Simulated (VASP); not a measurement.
Wanted: the native input for a VASP 6.6.1 run.

* Task: single point
* Functional: PBE
* Potentials or basis: VASP PAW PBE potentials, release 64 (Rb_sv, S)
* Cutoff: 520 eV
* k mesh: 8 × 8 × 4
* Occupations: gaussian, width 0.1 eV
* Spin: no spin polarisation
* Dipole correction: no
* Further INCAR settings: ALGO = Normal; EDIFF = 1e-06; NBANDS = 34

The structure of Rb3S4 lies in POSCAR:

```
Rb3S4
1.0
    3.7474888272      0.0000000000      0.0000000000
    0.0000000000      3.7474888272      0.0000000000
    0.0000000000      0.0000000000     15.9415192066
Rb S
3 4
Direct
    0.0000000000      0.0000000000      0.8234640018
    0.5000000000      0.5000000000      0.5000000000
    0.0000000000      0.0000000000      0.1765359982
    0.5000000000      0.0000000000      0.6631803107
    0.0000000000      0.5000000000      0.3368196893
    0.5000000000      0.0000000000      0.0005217980
    0.0000000000      0.5000000000      0.9994782020
```

This cell differs from its parent crystal: atoms taken out.

These files were run (other wordings do the same):

INCAR

```
SYSTEM = Rb3S4
ALGO     = Normal         ! electronic algorithm
EDIFF    = 1E-6           ! SCF threshold, eV
ENCUT    = 520            ! plane-wave cutoff, eV
GGA      = PE             ! functional
ISIF     = 2              ! what is computed and relaxed
ISMEAR   = 0              ! smearing method
LASPH    = .True.         ! aspherical terms in the spheres
LCHARG   = .False.        ! write CHGCAR
LREAL    = .False.        ! projectors in reciprocal space
LWAVE    = .False.        ! write WAVECAR
NBANDS   = 34             ! bands
NELM     = 100            ! most SCF steps
PREC     = Accurate       ! precision mode
SIGMA    = 0.1            ! smearing width, eV
```

KPOINTS

```
k-points
0
Gamma
  8 8 4
  0 0 0
```

Potentials or basis: VASP PAW PBE potentials, release 64 (Rb_sv, S).

Launch:

```bash
$ cat potpaw_PBE.64/Rb_sv/POTCAR potpaw_PBE.64/S/POTCAR > POTCAR
$ mpirun -np 1 vasp_std > vasp.out
```

Results of the run:

```json
{"Pressure": "0.0 GPa", "Band gap on the k mesh": "zero (an odd number of electrons rules out a gap without spin polarisation)"}
```

Caveat: the cell differs from its parent crystal (atoms taken out).

It took 8.5 min on 1 thread of Intel Xeon 8259CL, with other jobs on the host, peak memory 0.44 GiB.
